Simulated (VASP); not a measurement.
Here is a VASP 6.6.1 calculation.

INCAR

```
PREC     = Accurate       # precision mode
ENCUT    = 520            # plane-wave cutoff, eV
EDIFF    = 1E-7           # SCF threshold, eV
ISMEAR   = 0              # smearing method
SIGMA    = 0.05           # smearing width, eV
LREAL    = F              # projectors in reciprocal space
LASPH    = T              # aspherical terms in the spheres
NELM     = 60             # most SCF steps
ALGO     = Normal         # electronic algorithm
ISIF     = 2              # what is computed and relaxed
LWAVE    = F              # write WAVECAR
LCHARG   = F              # write CHGCAR
NBANDS   = 18             # bands
```

Contents of KPOINTS:

```
Automatic mesh
0
Gamma
  9 9 6
```

The input POSCAR:

```
LiF
1.0
    3.0801704379      0.0000000000      0.0000000000
   -1.5400852189      2.6675058472      0.0000000000
    0.0000000000      0.0000000000      4.5087534870
Li F
2 2
Direct
    0.3333333333      0.6666666667      0.3839784076
    0.6666666667      0.3333333333      0.8839784076
    0.3333333333      0.6666666667      0.9910195924
    0.6666666667      0.3333333333      0.4910195924
```

Potentials or basis: VASP PAW LDA potentials, release 64 (Li_sv, F).

Command:

```sh
$ cat potpaw_LDA.64/Li_sv/POTCAR potpaw_LDA.64/F/POTCAR > POTCAR
$ mpirun -np 1 vasp_std > vasp.out
```

Estimate the band gap on the k mesh.

7.76 eV, direct.

Predict the largest force.

0.270 eV/Å.

Forces on the atoms (eV/Å):
```
Li   0.000  0.000  0.270
Li   0.000  0.000  0.270
F    0.000  0.000 -0.270
F    0.000  0.000 -0.270
```

 A k mesh can miss the band edges.
